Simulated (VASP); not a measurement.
Set up this calculation in VASP 6.6.1, as the native input.

```yaml
Task: single point
Functional: PBE
Potentials_or_basis: VASP PAW PBE potentials, release 64 (Pb_d, S)
Cutoff: 520 eV
k_mesh: 12 × 12 × 12
Occupations: fermi-dirac, width 0.05 eV
Spin: no spin polarisation
Dipole_correction: no
Further_INCAR_settings: ALGO = Normal; EDIFF = 1e-06; NBANDS = 17
```

The structure of PbS (rocksalt type) lies in POSCAR:

```
PbS
1.0
    0.0000000000      2.9601963158      3.0943992761
    2.9601963158      0.0000000000      3.0943992761
    2.9601963158      2.9601963158      0.0000000000
Pb S
1 1
Direct
    0.0000000000      0.0000000000      0.0000000000
    0.5000000000      0.5000000000      0.5000000000
```

This cell differs from its parent crystal: z stretched by +3 % at fixed volume.

These files were run (other wordings do the same):

INCAR

```
PREC = Accurate
ENCUT = 520
EDIFF = 1E-6
ISMEAR = -1
SIGMA = 0.05
LREAL = False
LASPH = True
NELM = 100
ALGO = Normal
ISIF = 2
LWAVE = False
LCHARG = False
GGA = PE
NBANDS = 17
```

KPOINTS

```
regular mesh
0
Gamma
  12 12 12
```

Potentials or basis: VASP PAW PBE potentials, release 64 (Pb_d, S).

The run is started by

```bash
$ cat potpaw_PBE.64/Pb_d/POTCAR potpaw_PBE.64/S/POTCAR > POTCAR
$ mpirun -np 1 vasp_std > vasp.out
```

It gave:

```yaml
Pressure: 0.2 GPa
Band_gap_on_the_k_mesh: 0.45 eV
```

Caveat: spin-orbit coupling is left out, which moves the levels of the heavy elements.

Run time: 2.4 min on 1 thread of Intel Xeon 8259CL, with other jobs on the host, peak memory 0.28 GiB.
